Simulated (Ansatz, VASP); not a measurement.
This is a calculation of TiO2 for VASP 6.6.1.

POSCAR

```
TiO2
1.0
   -1.9292094213      1.9292094213      4.8506040801
    1.9292094213     -1.9292094213      4.8506040801
    1.9292094213      1.9292094213     -4.8506040801
Ti O
2 4
Direct
    0.7500000000      0.2500000000      0.5000000000
    0.0000000000      0.0000000000      0.0000000000
    0.7919000000      0.7919000000      0.0000000000
    0.5419000000      0.0419000000      0.5000000000
    0.9581000000      0.4581000000      0.5000000000
    0.2081000000      0.2081000000      0.0000000000
```

The input INCAR.step1:

```
ALGO = Normal
EDIFF = 1E-4
ENCUT = 520
GGA = PE
ISMEAR = -1
LASPH = T
LCHARG = F
LREAL = F
LWAVE = T
NBANDS = 33
NELM = 60
PREC = Accurate
SIGMA = 0.05
```

The input INCAR.step2:

```
ALGO = Normal
BPARAM = 11.95
CPARAM = 0.0093
EDIFF = 1E-6
ENCUT = 520
ISIF = 2
ISMEAR = -1
ISTART = 1
IVDW_NL = 2
LASPH = T
LCHARG = F
LMIXTAU = T
LREAL = F
LUSE_VDW = T
LWAVE = F
METAGGA = R2SCAN
NBANDS = 33
NELM = 60
PREC = Accurate
SIGMA = 0.05
```

File KPOINTS:

```
k-points
0
Gamma
  10 10 10
```

Potentials or basis: VASP PAW PBE potentials, release 64 (Ti_sv, O).

Run with:

```sh
$ cat potpaw_PBE.64/Ti_sv/POTCAR potpaw_PBE.64/O/POTCAR > POTCAR
$ cp INCAR.step1 INCAR
$ mpirun -np 1 vasp_std > vasp.out
$ cp INCAR.step2 INCAR
$ mpirun -np 1 vasp_std > vasp.out
```

Question: Translate it to Ansatz 0.2.0. Potentials there: Ansatz PAW.

Answer: As run (the cutoff follows the program's own potentials):

The input input.yaml:

```yaml
crystal:
  lattice:
    - [-1.9292094213, 1.9292094213, 4.8506040801]
    - [1.9292094213, -1.9292094213, 4.8506040801]
    - [1.9292094213, 1.9292094213, -4.8506040801]
  atoms:
    - { symbol: Ti, position: [0.75, 0.25, 0.5] }
    - { symbol: Ti, position: [0.0, 0.0, 0.0] }
    - { symbol: O, position: [0.7919, 0.7919, 0.0] }
    - { symbol: O, position: [0.5419, 0.0419, 0.5] }
    - { symbol: O, position: [0.9581, 0.4581, 0.5] }
    - { symbol: O, position: [0.2081, 0.2081, 0.0] }
hamiltonian:
  xc: r2scan
  pseudopotentials: { kind: paw }
  dispersion: rvv10
kpoints:
  mp_grid: { grid: [10, 10, 10] }
scf:
  occupations: { method: fermi_dirac, width: 0.05 }
output:
  forces: true
  stress: true
  eigenvalues: true
```

Potentials or basis: Ansatz PAW.

Run with:

```bash
$ ansatz run input.yaml --threads 2 --pin off --max-ram 5120MiB --backend cpu --events-out ev --progress --plain --runs-dir out
```

Both were run:

|  | VASP | Ansatz | Ansatz less VASP |
| --- | --- | --- | --- |
| gap on the k mesh at the Fermi level (eV) | 2.38 | 2.36 | -0.022 |
| least direct gap on the mesh (eV) | 2.72 | 2.70 | -0.028 |
| pressure (GPa) | -11.4 | -12.5 | -1.04 |
| traceless stress, the component that is largest in VASP (GPa) | 0.00 | 0.09 | +0.092 |
| rms of the force components (eV/Å) | 0.133 | 0.146 | +0.0127 |

VASP's potentials were made for PBE, not for r2SCAN. Atom by atom the forces differ by 0.013 eV/Å (rms over components).
